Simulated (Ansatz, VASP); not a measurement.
# One calculation of SiMo3, two programs

```
CELL_PARAMETERS angstrom
6.87532 0.00000 0.00000
-3.43766 5.95420 0.00000
3.43766 1.98473 2.80684
ATOMIC_POSITIONS crystal
Si 0.00000 0.00000 0.00000
Si 0.00000 0.50000 0.50000
Mo 0.75000 0.00000 0.75000
Mo 0.75000 0.25000 0.25000
Mo 0.25000 0.00000 0.25000
Mo 0.25000 0.75000 0.75000
Mo 0.50000 0.50000 0.25000
Mo 0.50000 0.50000 0.75000
```

Alike in both runs: task single point; functional PBEsol; k mesh 6 × 6 × 12; occupations gaussian, width 0.1 eV; no spin polarisation.

|  | VASP | Ansatz |
| --- | --- | --- |
| version | VASP 6.6.1 | Ansatz 0.2.0 |
| potentials or method | VASP PAW PBE potentials, release 64 (Si, Mo_sv), cutoff 520 eV | scalar-relativistic, plane waves, PAW |
| valence electrons in the cell | 92 | 92 |

VASP gave:

* gap on the k mesh at the Fermi level (eV): none
* pressure (GPa): 0.5

Q: What did Ansatz give for the same quantities?

A: gap on the k mesh at the Fermi level (eV): none; pressure (GPa): -0.2.

VASP's potentials were made for PBE, not for PBEsol. A gap of «none» marks a metal or a gap that the smearing closes. The functional is the same, so the differences come from potentials, cutoffs and numerics.
